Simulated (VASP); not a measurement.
# TePb (zincblende type) (F-43m) in VASP: a series of runs

The runs below take TePb (zincblende type) through single point, with PBE.

Everything below comes from runs of VASP 6.6.1. Logs are shortened: lines on timing, memory, paths and dates and some standing lists are left out, and cuts for length are marked.

## (1) The cell of the first run

The structure is cubic, space group F-43m (No. 216). Conventional cell: a = 5.537 Å, b = 5.537 Å, c = 5.537 Å, α = 90.00°, β = 90.00°, γ = 90.00°. Pb (site symmetry -43m) has 4 Te at 2.40 Å within 3.2 Å. Within 3.2 Å of Te (site symmetry -43m) lie 4 Pb at 2.40 Å.

## (2) Single point, PBE (21.22 Å³/atom)

File INCAR:

```
SYSTEM = TePb
  PREC = Accurate
  ENCUT = 520
  EDIFF = 1E-7
  ISMEAR = -1
  SIGMA = 0.05
  LREAL = .FALSE.
  LASPH = .TRUE.
  NELM = 80
  ALGO = Normal
  ISIF = 2
  LWAVE = .FALSE.
  LCHARG = .FALSE.
  GGA = PE
  NBANDS = 17
```

File KPOINTS:

```
Automatic mesh
0
G
  12 12 12
  0 0 0
```

File POSCAR:

```
TePb
1.0
    0.0000000000      2.7684890847      2.7684890847
    2.7684890847      0.0000000000      2.7684890847
    2.7684890847      2.7684890847      0.0000000000
Pb Te
1 1
Direct
    0.0000000000      0.0000000000      0.0000000000
    0.2500000000      0.2500000000      0.2500000000
```

Potentials or basis: VASP PAW PBE potentials, release 64 (Pb_d, Te).

Run with:

```sh
$ cat potpaw_PBE.64/Pb_d/POTCAR potpaw_PBE.64/Te/POTCAR > POTCAR
$ mpirun -np 1 vasp_std > vasp.out
```

OUTCAR:

```text
SYSTEM = TePb
   PREC = Accurate
   ENCUT = 520
   EDIFF = 1E-7
   ISMEAR = -1
   LREAL = .FALSE.
   LASPH = .TRUE.
   NELM = 80
   ISIF = 2
   GGA = PE

 ion  position               nearest neighbor table
   1  0.000  0.000  0.000-   2 2.40   2 2.40   2 2.40   2 2.40
   2  0.250  0.250  0.250-   1 2.40   1 2.40   1 2.40   1 2.40

  LATTYP: Found a face centered cubic cell.
 ALAT       =     5.5369781694

  Lattice vectors:

 A1 = (   0.0000000000,   2.7684890847,   2.7684890847)
 A2 = (   2.7684890847,   0.0000000000,   2.7684890847)
 A3 = (   2.7684890847,   2.7684890847,   0.0000000000)

Analysis of symmetry for initial positions (statically):
=====================================================================
 Subroutine PRICEL returns:
 Original cell was already a primitive cell.

 Routine SETGRP: Setting up the symmetry group for a
 face centered cubic supercell.

 Subroutine GETGRP returns: Found 24 space group operations
 (whereof 24 operations were pure point group operations)
 out of a pool of 48 trial point group operations.

The static configuration has the point symmetry T_d .

Analysis of symmetry for dynamics (positions and initial velocities):
=====================================================================
 Subroutine PRICEL returns:
 Original cell was already a primitive cell.

 Routine SETGRP: Setting up the symmetry group for a
 face centered cubic supercell.

 Subroutine GETGRP returns: Found 24 space group operations
 (whereof 24 operations were pure point group operations)
 out of a pool of 48 trial point group operations.

The dynamic configuration has the point symmetry T_d .

 Subroutine INISYM returns: Found 24 space group operations
 (whereof 24 operations are pure point group operations),
 and found     1 'primitive' translations

----------------------------------------------------------------------------------------

                                     Primitive cell

  volume of cell :      42.4383

  direct lattice vectors                    reciprocal lattice vectors
     0.000000000  2.768489085  2.768489085    -0.180603927  0.180603927  0.180603927
     2.768489085  0.000000000  2.768489085     0.180603927 -0.180603927  0.180603927
     2.768489085  2.768489085  0.000000000     0.180603927  0.180603927 -0.180603927

  length of vectors
     3.915234811  3.915234811  3.915234811     0.312815177  0.312815177  0.312815177

  position of ions in fractional coordinates (direct lattice)
     0.000000000  0.000000000  0.000000000
     0.250000000  0.250000000  0.250000000

  ion indices of the primitive-cell ions
   primitive index   ion index
                 1           1
                 2           2

----------------------------------------------------------------------------------------

 KPOINTS: Automatic mesh

Automatic generation of k-mesh.
 Grid dimensions read from file:
 generate k-points for:   12   12   12

 Generating k-lattice:

  Cartesian coordinates                     Fractional coordinates (reciprocal lattice)
    -0.015050327  0.015050327  0.015050327     0.083333333  0.000000000  0.000000000
     0.015050327 -0.015050327  0.015050327     0.000000000  0.083333333  0.000000000
     0.015050327  0.015050327 -0.015050327     0.000000000  0.000000000  0.083333333

  Length of vectors
     0.026067931  0.026067931  0.026067931

  Shift w.r.t. Gamma in fractional coordinates (k-lattice)
     0.000000000  0.000000000  0.000000000

 Subroutine IBZKPT returns following result:
 ===========================================

 Found     72 irreducible k-points:

 Following reciprocal coordinates:
            Coordinates               Weight
  0.000000  0.000000  0.000000      1.000000
  0.083333  0.000000  0.000000      8.000000
  0.166667  0.000000  0.000000      8.000000
  0.250000  0.000000  0.000000      8.000000
  0.333333  0.000000  0.000000      8.000000
  0.416667  0.000000  0.000000      8.000000
[... 16 lines left out ...]
  0.500000  0.166667  0.000000     24.000000
 -0.416667  0.166667  0.000000     24.000000
 [... further k-points ...]
   k-points           NKPTS =     72   k-points in BZ     NKDIM =     72   number of bands    NBANDS=     17
   number of dos      NEDOS =    301   number of ions     NIONS =      2
   total plane-waves  NPLWV =  27000
   dimension x,y,z NGX =    30 NGY =   30 NGZ =   30
   dimension x,y,z NGXF=    60 NGYF=   60 NGZF=   60
   ions per type =               1   1
   NGX,Y,Z   is equivalent  to a cutoff of  12.74, 12.74, 12.74 a.u.
   NGXF,Y,Z  is equivalent  to a cutoff of  25.48, 25.48, 25.48 a.u.
 SYSTEM =  TePb
   PREC   = accura    normal or accurate (medium, high low for compatibility)
   ISTART =      0    job   : 0-new  1-cont  2-samecut
   ICHARG =      2    charge: 1-file 2-atom 10-const
   ISPIN  =      1    spin polarized calculation?
   LNONCOLLINEAR =      F non collinear calculations
   LSORBIT =      F    spin-orbit coupling
   LASPH  =      T    aspherical Exc in radial PAW
   ENCUT  =  520.0 eV  38.22 Ry    6.18 a.u.   7.28  7.28  7.28*2*pi/ulx,y,z
   NELM   =     80;   NELMIN=  2; NELMDL= -5     # of ELM steps
   EDIFF  = 0.1E-06   stopping-criterion for ELM
   LREAL  =      F    real-space projection
   EDIFFG = 0.1E-05   stopping-criterion for IOM
   NSW    =      0    number of steps for IOM
   IBRION =     -1    ionic relax: 0-MD 1-quasi-New 2-CG
   NFREE  =      0    steps in history (QN), initial steepest desc. (CG)
   ISIF   =      2    stress and relaxation
   ISYM   =      2    0-nonsym 1-usesym 2-fastsym
   POTIM  = 0.5000    time-step for ionic-motion
   TEBEG  =    0.0;   TEEND  =   0.0 temperature during run
   PSTRESS=    0.0 pullay stress
   NELECT =      20.0000    total number of electrons
   NUPDOWN=      -1.0000    fix difference up-down
   EMIN   =  10.00;   EMAX   =-10.00  energy-range for DOS
   EFERMI =   0.00;   METHOD = LEGACY
   ISMEAR =    -1;   SIGMA  =   0.05  broadening in eV -4-tet -1-fermi 0-gaus
   EFERMI_NEDOS =   21; number of points for ismear=-14 and -15
   IALGO  =     38    algorithm
   IMIX   =      4    mixing-type and parameters
     AMIX     =   0.40;   BMIX     =  1.00
     AMIX_MAG =   1.60;   BMIX_MAG =  1.00
  volume/ion in A,a.u.               =      21.22       143.19
  Fermi-wavevector in a.u.,A,eV,Ry     =   1.273988  2.407488 22.082875  1.623046
  Thomas-Fermi vector in A             =   2.406781
   LORBIT       =      0    0 simple, 1 ext, 2 COOP (PROOUT), +10 PAW based schemes
   GGA     = PE    functional components
   LHFCALC =     F    Hartree Fock is set to
   AEXX    =    0.0000 exact exchange contribution
   IVDW    =     0    specifies the selected vdW correction
   LEPSILON=     F    determine dielectric tensor
   LRPA    =     F    only Hartree local field effects (RPA)
 non-spin polarized calculation
  energy-cutoff  :      520.00
  volume of cell :       42.44
 maximum number of plane-waves:      1159
 NGX is ok and might be reduce to    30
   NGX = 15   NGY = 15   NGZ = 15

 number of electron      19.9999997 magnetization

 Free energy of the ion-electron system (eV)
  ---------------------------------------------------
  ext. energy  EPLUGINS =         0.00000000
  ---------------------------------------------------
  free energy    TOTEN  =         2.58267571 eV

  energy without entropy =        2.59182534  energy(sigma->0) =        2.58725053

 E-fermi :  13.5367     XC(G=0): -11.3962

 val. band max:       13.5311569298   @ k =  -0.4167   0.4167   0.1667
 cond. band min:      13.5629929342   @ k =  -0.4167   0.4167   0.0833
 fundamental gap:      0.0318360044
 Fermi energy:        13.5366976065

 k-point     1 :       0.0000    0.0000    0.0000
  band No.  band energies     occupation
      1      -6.3322      2.00000
      2      -6.3322      2.00000
      3      -6.3322      2.00000
      4      -5.8672      2.00000
      5      -5.8672      2.00000
      6      -5.2850      2.00000
[... 9 lines left out ...]
     16      20.4056      0.00000
     17      20.4056      0.00000

 k-point     2 :       0.0833    0.0000    0.0000
  band No.  band energies     occupation
      1      -6.3878      2.00000
      2      -6.3235      2.00000
      3      -6.3235      2.00000
      4      -5.8686      2.00000
      5      -5.8686      2.00000
      6      -5.1278      2.00000
[... 9 lines left out ...]
     16      19.8522      0.00000
     17      20.1228      0.00000

 k-point     3 :       0.1667    0.0000    0.0000
  band No.  band energies     occupation
      1      -6.5010      2.00000
      2      -6.3006      2.00000
      3      -6.3006      2.00000
      4      -5.8715      2.00000
      5      -5.8715      2.00000
      6      -4.7102      2.00000
[... 9 lines left out ...]
     16      19.3581      0.00000
     17      20.3376      0.00000

 k-point     4 :       0.2500    0.0000    0.0000
  band No.  band energies     occupation
      1      -6.6127      2.00000
      2      -6.2715      2.00000
      3      -6.2715      2.00000
      4      -5.8728      2.00000
      5      -5.8728      2.00000
      6      -4.0961      2.00000
[... 9 lines left out ...]
     16      19.3682      0.00000
     17      22.2899      0.00000
[... 343 lines left out ...]
      1      -6.7572      2.00000
      2      -6.2087      2.00000
      3      -6.1888      2.00000
      4      -5.9165      2.00000
      5      -5.8527      2.00000
      6      -2.6900      2.00000
[... 9 lines left out ...]
     16      21.6980      0.00000
     17      24.2939      0.00000

 k-point    23 :       0.5000    0.1667    0.0000
  band No.  band energies     occupation
      1      -6.7857      2.00000
      2      -6.2016      2.00000
      3      -6.1816      2.00000
      4      -5.9020      2.00000
      5      -5.8584      2.00000
      6      -1.9741      2.00000
[... 9 lines left out ...]
     16      21.8252      0.00000
     17      24.3489      0.00000

 k-point    24 :      -0.4167    0.1667    0.0000
  band No.  band energies     occupation
      1      -6.7867      2.00000
      2      -6.2010      2.00000
      3      -6.1871      2.00000
      4      -5.8870      2.00000
      5      -5.8699      2.00000
      6      -1.8369      2.00000
[... 9 lines left out ...]
     16      20.8966      0.00000
     17      25.2337      0.00000

 [... further k-points ...]

------------------------ aborting loop because EDIFF is reached ----------------------------------------

  FORCE on cell =-STRESS in cart. coord.  units (eV):
  Direction    XX          YY          ZZ          XY          YZ          ZX
  --------------------------------------------------------------------------------------
  -------------------------------------------------------------------------------------
  Total       30.8036638     30.8036638     30.8036638      0.0000000      0.0000000     -0.0000000
  in kB     1162.9325172   1162.9325172   1162.9325172      0.0000000      0.0000000     -0.0000000
  external PRESSURE =    1162.9325172 kB  Pullay stress =       0.0000000 kB

 VOLUME and BASIS-vectors are now :
 -----------------------------------------------------------------------------
  energy-cutoff  :      520.00
  volume of cell :       42.44
      direct lattice vectors                 reciprocal lattice vectors
     0.000000000  2.768489085  2.768489085    -0.180603927  0.180603927  0.180603927
     2.768489085  0.000000000  2.768489085     0.180603927 -0.180603927  0.180603927
     2.768489085  2.768489085  0.000000000     0.180603927  0.180603927 -0.180603927

 POSITION                                       TOTAL-FORCE (eV/Angst)
 -----------------------------------------------------------------------------------
      0.00000      0.00000      0.00000         0.000000      0.000000     -0.000000
      1.38424      1.38424      1.38424        -0.000000     -0.000000      0.000000
 -----------------------------------------------------------------------------------
    total drift:                               -0.000001     -0.000001     -0.000001

  FREE ENERGIE OF THE ION-ELECTRON SYSTEM (eV)
  ---------------------------------------------------
  free  energy   TOTEN  =         2.5826757126 eV

  energy  without entropy=        2.5918253386  energy(sigma->0) =        2.58725053
```

Wall time 91 s (1 thread of Intel Xeon 8259CL, shared host); peak memory 0.21 GiB.

What came out:

* Free energy: 2.5827 eV
* Pressure: 116.3 GPa
* Band gap on the k mesh: zero (bands 10 and 11 overlap by 3.01 eV)

Caveat: the cell stands under pressure; spin-orbit coupling is left out, which moves the levels of the heavy elements.

## (3) Single point, PBE (24.67 Å³/atom)

This run uses another cell than the first one, of 24.67 Å³/atom.

File INCAR:

```
ALGO     = Normal         # electronic algorithm
EDIFF    = 1E-7           # SCF threshold, eV
ENCUT    = 520            # plane-wave cutoff, eV
GGA      = PE             # functional
ISIF     = 2              # what is computed and relaxed
ISMEAR   = -1             # smearing method
LASPH    = True           # aspherical terms in the spheres
LCHARG   = True           # write CHGCAR
LELF     = True           # ELF
LREAL    = False          # projectors in reciprocal space
LVHAR    = True         
LWAVE    = False          # write WAVECAR
NBANDS   = 17             # bands
NELM     = 80             # most SCF steps
PREC     = Accurate       # precision mode
SIGMA    = 0.05           # smearing width, eV
```

File KPOINTS:

```
k-points
0
Gamma
  12 12 12
```

File POSCAR:

```
TePb
1.0
    0.0000000000      2.9112309865      2.9112309865
    2.9112309865      0.0000000000      2.9112309865
    2.9112309865      2.9112309865      0.0000000000
Pb Te
1 1
Direct
    0.0000000000      0.0000000000      0.0000000000
    0.2500000000      0.2500000000      0.2500000000
```

Potentials or basis: VASP PAW PBE potentials, release 64 (Pb_d, Te).

Run with:

```sh
$ cat potpaw_PBE.64/Pb_d/POTCAR potpaw_PBE.64/Te/POTCAR > POTCAR
$ mpirun -np 1 vasp_std > vasp.out
```

Run time: 79 s. Hardware: 1 thread of Intel Xeon 8259CL, shared host; peak memory 0.22 GiB.

Results (log left out):

| Item | Value |
| --- | --- |
| Free energy | -1.3033 eV |
| Pressure | 68.7 GPa |
| Band gap on the k mesh | zero (bands 10 and 11 overlap by 2.20 eV) |

Levels at points of the mesh, in eV from the Fermi level:
```tsv
k point	band 6	band 7	band 8	band 9	band 10	band 11	band 12	band 13	band 14	band 15
(0.00, 0.00, 0.00)	-17.09	-3.46	-2.89	-2.89	-2.89	0.43	0.43	0.43	3.23	7.17
(0.50, 0.00, 0.00)	-14.64	-11.01	-4.47	-4.47	-2.63	1.71	1.71	3.86	6.92	7.76
(0.50, 0.50, 0.00)	-13.28	-11.92	-6.27	-6.27	-1.69	-1.32	7.30	7.30	7.56	8.41
```

Caveat: the cell stands under pressure; spin-orbit coupling is left out, which moves the levels of the heavy elements.

## (4) Single point, PBE (28.62 Å³/atom)

This run uses another cell than the first one, of 28.62 Å³/atom.

File INCAR:

```
SYSTEM = TePb
ALGO = Normal ; EDIFF = 1E-7
ENCUT = 520 ; GGA = PE
ISIF = 2 ; ISMEAR = -1
LASPH = .TRUE. ; LCHARG = .TRUE.
LELF = .TRUE. ; LREAL = .FALSE.
LVHAR = .TRUE. ; LWAVE = .FALSE.
NBANDS = 17 ; NELM = 80
PREC = Accurate ; SIGMA = 0.05
```

File KPOINTS:

```
k-points
0
G
  12 12 12
  0 0 0
```

File POSCAR:

```
TePb
1.0
    0.0000000000      3.0588815610      3.0588815610
    3.0588815610      0.0000000000      3.0588815610
    3.0588815610      3.0588815610      0.0000000000
Pb Te
1 1
Direct
    0.0000000000      0.0000000000      0.0000000000
    0.2500000000      0.2500000000      0.2500000000
```

Run with:

```sh
$ cat potpaw_PBE.64/Pb_d/POTCAR potpaw_PBE.64/Te/POTCAR > POTCAR
$ mpirun -np 1 vasp_std > vasp.out
```

Run time: 93 s. Hardware: 1 thread of Intel Xeon 8259CL, shared host; peak memory 0.22 GiB.

Results (log left out):

```
Free energy            : -3.8990 eV
Pressure               : 39.5 GPa
Band gap on the k mesh : zero (bands 10 and 11 overlap by 1.42 eV)
```

Levels at points of the mesh, in eV from the Fermi level:
```tsv
k point	band 7	band 8	band 9	band 10	band 11	band 12	band 13	band 14
(0.00, 0.00, 0.00)	-4.28	-2.66	-2.66	-2.66	0.75	0.75	0.75	3.50
(0.50, 0.00, 0.00)	-9.95	-3.90	-3.90	-2.66	1.91	1.91	4.34	6.30
(0.50, 0.50, 0.00)	-10.84	-5.35	-5.35	-1.35	-0.82	6.58	6.58	6.82
```

Caveat: the cell stands under pressure; spin-orbit coupling is left out, which moves the levels of the heavy elements.

(Continued in part 2 of 2.)
